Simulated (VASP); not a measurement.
Input of a VASP 6.6.1 run:

INCAR

```
SYSTEM = BN
PREC = Accurate
ENCUT = 520
EDIFF = 1E-6
ISMEAR = 0
SIGMA = 0.05
LREAL = .False.
LASPH = .True.
NELM = 100
ALGO = Normal
ISIF = 2
LWAVE = .False.
LCHARG = .False.
GGA = PE
NBANDS = 11
```

Contents of KPOINTS:

```
regular mesh
0
Gamma
  12 12 12
  0 0 0
```

File POSCAR:

```
BN
1.0
    0.0000000000      1.6679609200      1.8130010000
    1.6679609200      0.0000000000      1.8130010000
    1.6679609200      1.6679609200      0.0000000000
B N
1 1
Direct
    0.0000000000      0.0000000000      0.0000000000
    0.7500000000      0.7500000000      0.7500000000
```

Potentials or basis: VASP PAW PBE potentials, release 64 (B, N).

Launch:

```sh
$ cat potpaw_PBE.64/B/POTCAR potpaw_PBE.64/N/POTCAR > POTCAR
$ mpirun -np 1 vasp_std > vasp.out
```

Predict the pressure.

83.8 GPa.

Estimate the band gap on the k mesh.

3.74 eV, indirect (least direct gap 9.09 eV).

Stress tensor (GPa, compression positive):
```
106.01   0.00   0.00
  0.00 106.01   0.00
  0.00   0.00  39.37
```

Caveat: the cell differs from its parent crystal (strain -0.080 along x and y, +0.000 along z). A k mesh can miss the band edges.
